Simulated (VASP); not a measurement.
Write the native input for VASP 6.6.1 that does the following.

```yaml
Task: single point
Functional: LDA
Potentials_or_basis: VASP PAW LDA potentials, release 64 (Li_sv, F)
Cutoff: 520 eV
k_mesh: 10 × 10 × 10
Occupations: gaussian, width 0.05 eV
Spin: no spin polarisation
Dipole_correction: no
Further_INCAR_settings: ALGO = Normal; EDIFF = 1e-07; NBANDS = 12
```

The structure of LiF lies in POSCAR:

```
LiF
1.0
    2.4315563500      0.0000000000      0.0000000000
    0.0000000000      2.4315563500      0.0000000000
    0.0000000000      0.0000000000      2.4955446750
Li F
1 1
Direct
    0.0000000000      0.0000000000      0.0000000000
    0.5000000000      0.5000000000      0.5000000000
```

This cell differs from its parent crystal: strain -0.050 along x and y, -0.025 along z.

One way to write it, as run:

INCAR

```
PREC     = Accurate       # precision mode
ENCUT    = 520            # plane-wave cutoff, eV
EDIFF    = 1E-7           # SCF threshold, eV
ISMEAR   = 0              # smearing method
SIGMA    = 0.05           # smearing width, eV
LREAL    = False          # projectors in reciprocal space
LASPH    = True           # aspherical terms in the spheres
NELM     = 60             # most SCF steps
ALGO     = Normal         # electronic algorithm
ISIF     = 2              # what is computed and relaxed
LWAVE    = False          # write WAVECAR
LCHARG   = False          # write CHGCAR
GGA      = CA             # functional
NBANDS   = 12             # bands
```

KPOINTS

```
Automatic mesh
0
Gamma
  10 10 10
```

Potentials or basis: VASP PAW LDA potentials, release 64 (Li_sv, F).

Command:

```console
$ cat potpaw_LDA.64/Li_sv/POTCAR potpaw_LDA.64/F/POTCAR > POTCAR
$ mpirun -np 1 vasp_std > vasp.out
```

Results of the run:

The band gap on the k mesh is 8.37 eV (least direct gap 9.16 eV).

Caveat: the cell differs from its parent crystal (strain -0.050 along x and y, -0.025 along z).

Wall time 13 s on 1 thread of Intel Xeon 8259CL (shared host), peak memory 0.12 GiB.
